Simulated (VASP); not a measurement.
Set up this calculation in VASP 6.6.1, as the native input.

| Quantity | Value |
| --- | --- |
| Task | single point |
| Functional | LDA |
| Potentials or basis | VASP PAW LDA potentials, release 64 (Cu, I) |
| Cutoff | 520 eV |
| k mesh | 5 × 5 × 6 |
| Occupations | fermi-dirac, width 0.02 eV |
| Spin | no spin polarisation |
| Dipole correction | no |
| Further INCAR settings | ALGO = Normal; EDIFF = 1e-07; NBANDS = 26 |

The structure of CuI lies in POSCAR:

```
CuI
1.0
    3.7704992659     -3.7481972337      0.0000000000
    3.7704992659      3.7481972337      0.0000000000
    0.0000000000      0.0000000000      4.3069976700
Cu I
2 2
Direct
    0.4204388300      0.5795611700      0.7500000000
    0.5795611700      0.4204388300      0.2500000000
    0.7700426800      0.2299573200      0.7500000000
    0.2299573200      0.7700426800      0.2500000000
```

This cell differs from its parent crystal: equal xx and yy strain of +1 %.

These files were run (other wordings do the same):

INCAR

```
  ALGO = Normal
  EDIFF = 1E-7
  ENCUT = 520
  GGA = CA
  ISIF = 2
  ISMEAR = -1
  LASPH = True
  LCHARG = False
  LREAL = False
  LWAVE = False
  NBANDS = 26
  NELM = 60
  PREC = Accurate
  SIGMA = 0.02
```

KPOINTS

```
k-points
0
Gamma
  5 5 6
```

Potentials or basis: VASP PAW LDA potentials, release 64 (Cu, I).

The run is started by

```sh
$ cat potpaw_LDA.64/Cu/POTCAR potpaw_LDA.64/I/POTCAR > POTCAR
$ mpirun -np 1 vasp_std > vasp.out
```

It gave:

```yaml
Pressure: -3.4 GPa
Largest_force: 0.530 eV/Å
Band_gap_on_the_k_mesh: 0.86 eV
```

Caveat: the cell differs from its parent crystal (equal xx and yy strain of +1 %); the cell stands under tension; spin-orbit coupling is left out, which moves the levels of the heavy elements; an odd mesh through Γ misses points on the zone boundary, where band edges can lie.

It took 2.6 min on 1 thread of AMD EPYC 7R13, on a shared host, peak memory 0.21 GiB.
